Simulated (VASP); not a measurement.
A run of VASP 6.6.1:

The input INCAR:

```
SYSTEM = KBr
PREC = Accurate ; ENCUT = 500
EDIFF = 1E-6 ; ISMEAR = 1
SIGMA = 0.02 ; LREAL = .False.
LASPH = .True. ; NELM = 120
ALGO = Normal ; ISIF = 2
LWAVE = .False. ; LCHARG = .True.
GGA = RE ; LELF = .True.
LVHAR = .True. ; NBANDS = 15
GGA_COMPAT = .False.
```

The input KPOINTS:

```
regular mesh
0
Gamma
  4 4 4
  0 0 0
```

File POSCAR:

```
KBr
1.0
    4.0095184103      0.0000000000      0.0000000000
    0.0000000000      4.0095184103      0.0000000000
    0.0000000000      0.0000000000      4.0095184103
K Br
1 1
Direct
    0.0000000000      0.0000000000      0.0000000000
    0.5000000000      0.5000000000      0.5000000000
```

Potentials or basis: VASP PAW PBE potentials, release 64 (K_sv, Br).

Command:

```console
$ cat potpaw_PBE.64/K_sv/POTCAR potpaw_PBE.64/Br/POTCAR > POTCAR
$ mpirun -np 1 vasp_std > vasp.out
```

Hardware: 1 thread of Intel(R) Xeon(R) 6975P-C (Granite Rapids), on a shared host.

Question: How long does it take, and how much memory?

Answer: It took 5.5 s on 1 thread of Intel(R) Xeon(R) 6975P-C (Granite Rapids) (shared host), peak memory 0.16 GiB. Counts: scf iterations 13, k points 10.
